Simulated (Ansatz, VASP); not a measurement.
One calculation of C, two programs

```
C
1.0
    -2.43750    2.43750    2.43750
     2.43750   -2.43750    2.43750
     2.43750    2.43750   -2.43750
C
8
Cartesian
  -0.7926 0.7926 0.7926
  1.6449 1.6449 1.6449
  0.7926 -0.7926 0.7926
  0.7926 0.7926 -0.7926
  1.6449 -1.6449 1.6449
  0.7926 0.7926 0.7926
  -1.6449 1.6449 1.6449
  1.6449 1.6449 -1.6449
```

Alike in both runs: functional PBE; k mesh 8 × 8 × 8; occupations gaussian, width 0.02 eV; no spin polarisation.

Ansatz relaxed the structure, and its values are those at the end. VASP's run is a single point on that final structure, the one shown.

```csv
,VASP,Ansatz
version,VASP 6.6.1,Ansatz 0.2.0
potentials or method,"VASP PAW PBE potentials, release 64 (C), cutoff 520 eV","scalar-relativistic, plane waves, PAW"
valence electrons in the cell,32,32
```

|  | VASP | Ansatz | Ansatz less VASP |
| --- | --- | --- | --- |
| gap on the k mesh at the Fermi level (eV) | 3.11 | 3.12 | +0.008 |
| least direct gap on the mesh (eV) | 3.84 | 3.86 | +0.020 |
| pressure (GPa) | 0.4 | 0.0 | -0.43 |
| rms of the force components (eV/Å) | 0.016 | 0.000 | -0.0160 |
